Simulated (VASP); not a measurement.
# P (P4/mmm) in VASP: notebook, part 3 of 3

VASP 6.6.1. The steps go on from the part before.

### 6 Relaxation of shape and atoms at fixed volume, PBE (volume scaled by 1.10)

Input file INCAR:

```
SYSTEM = P
  PREC = Accurate
  ENCUT = 600
  EDIFF = 1E-6
  ISMEAR = 0
  SIGMA = 0.1
  LREAL = .FALSE.
  LASPH = .TRUE.
  NELM = 60
  ALGO = Normal
  ISIF = 4
  LWAVE = .FALSE.
  LCHARG = .FALSE.
  GGA = PE
  IBRION = 2
  NSW = 50
  EDIFFG = -0.01
```

Input file KPOINTS:

```
Automatic mesh
0
G
  22 22 24
  0 0 0
```

Input file POSCAR:

```
P
1.0
    2.5322538639      0.0000000000      0.0000000000
    0.0000000000      2.5322538639      0.0000000000
    0.0000000000      0.0000000000      2.5065790991
P
1
Direct
    0.0000000000      0.0000000000      0.5000000000
```

Potentials or basis: VASP PAW PBE potentials, release 64 (P).

Command:

```console
$ cat potpaw_PBE.64/P/POTCAR > POTCAR
$ mpirun -np 1 vasp_std > vasp.out
```

OUTCAR:

```text
SYSTEM = P
   PREC = Accurate
   ENCUT = 600
   EDIFF = 1E-6
   ISMEAR = 0
   LREAL = .FALSE.
   LASPH = .TRUE.
   NELM = 60
   ISIF = 4
   GGA = PE
   IBRION = 2
   NSW = 50
   EDIFFG = -0.01

 ion  position               nearest neighbor table
   1  0.000  0.000  0.500-

  LATTYP: Found a simple tetragonal cell.
 ALAT       =     2.5322538639
 C/A-ratio  =     0.9898609041

  Lattice vectors:

 A1 = (   2.5322538639,   0.0000000000,   0.0000000000)
 A2 = (   0.0000000000,   2.5322538639,   0.0000000000)
 A3 = (   0.0000000000,   0.0000000000,   2.5065790991)

Analysis of symmetry for initial positions (statically):
=====================================================================
 Subroutine PRICEL returns:
 Original cell was already a primitive cell.

 Routine SETGRP: Setting up the symmetry group for a
 simple tetragonal supercell.

 Subroutine GETGRP returns: Found 16 space group operations
 (whereof 16 operations were pure point group operations)
 out of a pool of 16 trial point group operations.

The static configuration has the point symmetry D_4h.

Analysis of symmetry for dynamics (positions and initial velocities):
=====================================================================
 Subroutine PRICEL returns:
 Original cell was already a primitive cell.

 Routine SETGRP: Setting up the symmetry group for a
 simple tetragonal supercell.

 Subroutine GETGRP returns: Found 16 space group operations
 (whereof 16 operations were pure point group operations)
 out of a pool of 16 trial point group operations.

The dynamic configuration has the point symmetry D_4h.

 Subroutine INISYM returns: Found 16 space group operations
 (whereof 16 operations are pure point group operations),
 and found     1 'primitive' translations

[... 158 lines left out ...]
     2.532253864  0.000000000  0.000000000     0.394905114  0.000000000  0.000000000
     0.000000000  2.532253864  0.000000000     0.000000000  0.394905114  0.000000000
     0.000000000  0.000000000  2.506579099     0.000000000  0.000000000  0.398950107

 POSITION                                       TOTAL-FORCE (eV/Angst)
 -----------------------------------------------------------------------------------
      0.00000      0.00000      1.25329         0.000000      0.000000      0.000000
 -----------------------------------------------------------------------------------
    total drift:                               -0.000000     -0.000000      0.000000

  FREE ENERGIE OF THE ION-ELECTRON SYSTEM (eV)
  ---------------------------------------------------
  free  energy   TOTEN  =        -5.2325402545 eV

  energy  without entropy=       -5.2309648661  energy(sigma->0) =       -5.23175256

--------------------------------------- Ionic step        2  -------------------------------------------

 number of electron       4.9999999 magnetization

 Free energy of the ion-electron system (eV)
  ---------------------------------------------------
  ext. energy  EPLUGINS =         0.00000000
  ---------------------------------------------------
  free energy    TOTEN  =        -5.23256623 eV

  energy without entropy =       -5.23101288  energy(sigma->0) =       -5.23178956

 E-fermi :   8.2520     XC(G=0): -10.8451

 val. band max:        8.2362646266   @ k =   0.5000   0.2727   0.1667
 cond. band min:       8.2520976177   @ k =   0.3636   0.2273   0.2500
 fundamental gap:      0.0158329910
 Fermi energy:         8.2520070286

 k-point     1 :       0.0000    0.0000    0.0000
  band No.  band energies     occupation
      1      -7.2448      2.00000
      2      12.6376      0.00000
      3      12.6376      0.00000
      4      13.0907      0.00000
      5      15.1612      0.00000
      6      15.2790      0.00000
[... 199 lines left out ...]
 k-point    24 :       0.0909    0.0909    0.0000
  band No.  band energies     occupation
      1      -6.9020      2.00000
      2      10.2867      0.00000
      3      11.0023      0.00000
      4      13.3523      0.00000
      5      16.5443      0.00000
      6      18.1253      0.00000

 [... further k-points ...]
[... 5 lines left out ...]
  --------------------------------------------------------------------------------------
  -------------------------------------------------------------------------------------
  Total       -0.8350461     -0.8350461     -0.8398628      0.0000000      0.0000000      0.0000000
  in kB      -83.2386699    -83.2386699    -83.7188022      0.0000000      0.0000000      0.0000000
  external PRESSURE =     -83.3987140 kB  Pullay stress =       0.0000000 kB

 VOLUME and BASIS-vectors are now :
 -----------------------------------------------------------------------------
  energy-cutoff  :      600.00
  volume of cell :       16.07
      direct lattice vectors                 reciprocal lattice vectors
     2.533764988  0.000000000  0.000000000     0.394669594  0.000000000  0.000000000
     0.000000000  2.533764988  0.000000000     0.000000000  0.394669594  0.000000000
     0.000000000  0.000000000  2.503590169    -0.000000000  0.000000000  0.399426397

 POSITION                                       TOTAL-FORCE (eV/Angst)
 -----------------------------------------------------------------------------------
      0.00000      0.00000      1.25180         0.000000      0.000000      0.000000
 -----------------------------------------------------------------------------------
    total drift:                               -0.000000     -0.000000      0.000000

  FREE ENERGIE OF THE ION-ELECTRON SYSTEM (eV)
  ---------------------------------------------------
  free  energy   TOTEN  =        -5.2325662329 eV

  energy  without entropy=       -5.2310128844  energy(sigma->0) =       -5.23178956

 reached required accuracy - stopping structural energy minimisation
```

CONTCAR:

```text
P
   1.00000000000000
     2.5337649881531643    0.0000000000000000    0.0000000000000000
     0.0000000000000000    2.5337649881531643    0.0000000000000000
     0.0000000000000000    0.0000000000000000    2.5035901691961624
  P
     1
Direct
     0.0000000000000000    0.0000000000000000    0.5000000000000000

  0.00000000E+00  0.00000000E+00  0.00000000E+00
```

Run time: 56 s. Hardware: 1 thread of Intel Xeon 6975P-C (Granite Rapids), shared host; peak memory 0.21 GiB.

What came out:

- Free energy: -5.2326 eV
- Energy gained by relaxing: 0.0 meV/atom
- Ionic steps: 2
- Pressure after relaxing: -8.3 GPa

Final structure:
```
P
1.0
     2.53376    0.00000    0.00000
     0.00000    2.53376    0.00000
     0.00000    0.00000    2.50359
P
1
Direct
  0.00000 0.00000 0.50000
```

### 7 Overview

| cell | gap on the mesh (eV) | pressure (GPa) |
| --- | --- | --- |
| relaxed from a = 2.396, b = 2.396, c = 2.393 Å, 1 atom | none | 7.9 |
| relaxed from a = 2.423, b = 2.423, c = 2.415 Å, 1 atom | none | 3.5 |
| relaxed from a = 2.472, b = 2.472, c = 2.464 Å, 1 atom | none | -3.1 |
| relaxed from a = 2.498, b = 2.498, c = 2.482 Å, 1 atom | none | -5.4 |
| relaxed from a = 2.532, b = 2.532, c = 2.507 Å, 1 atom | none | -8.3 |

Alike in all rows: task relaxation of shape and atoms at fixed volume; level PBE; potentials or basis VASP PAW PBE potentials, release 64 (P); no spin polarisation; k mesh 22 × 22 × 24; cutoff (eV) 600; smearing gaussian 0.1 eV.

Total energies depend on the potentials used, so only differences within one code and one set of settings carry meaning.
